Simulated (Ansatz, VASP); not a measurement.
# Ni in VASP and in Ansatz

```
Ni
1.0
     0.00000    1.71246    1.71246
     1.71246    0.00000    1.71246
     1.71246    1.71246    0.00000
Ni
1
Direct
  0.00000 0.00000 0.00000
```

Alike in both runs: task single point; functional LDA; k mesh 16 × 16 × 16; occupations fermi-dirac, width 0.05 eV; collinear spin.

|  | VASP | Ansatz |
| --- | --- | --- |
| version | VASP 6.6.1 | Ansatz 0.2.0 |
| potentials or method | VASP PAW LDA potentials, release 64 (Ni), cutoff 520 eV | plane waves (420 eV) with PAW, scalar-relativistic |
| valence electrons in the cell | 10 | 18 |

Ansatz gave:

- pressure (GPa): -0.4
- net moment per atom (μB): 0.58
- size of the moment on the site where the two differ most (μB): 0.60

**Question.** Estimate VASP's values.

**Answer.** Pressure (GPa): -0.6; net moment per atom (μB): 0.57; size of the moment on the site where the two differ most (μB): 0.57.

Ansatz warns that its potentials were made for another functional, while VASP's fit it. LDA's correlation is that of Perdew and Zunger in VASP and of Perdew and Wang (1992) in Ansatz. Site moments also hang on the region over which each program counts them. VASP's potentials hold 10 valence electrons a cell and Ansatz's 18, so a difference there can come from the potentials and not from the codes.
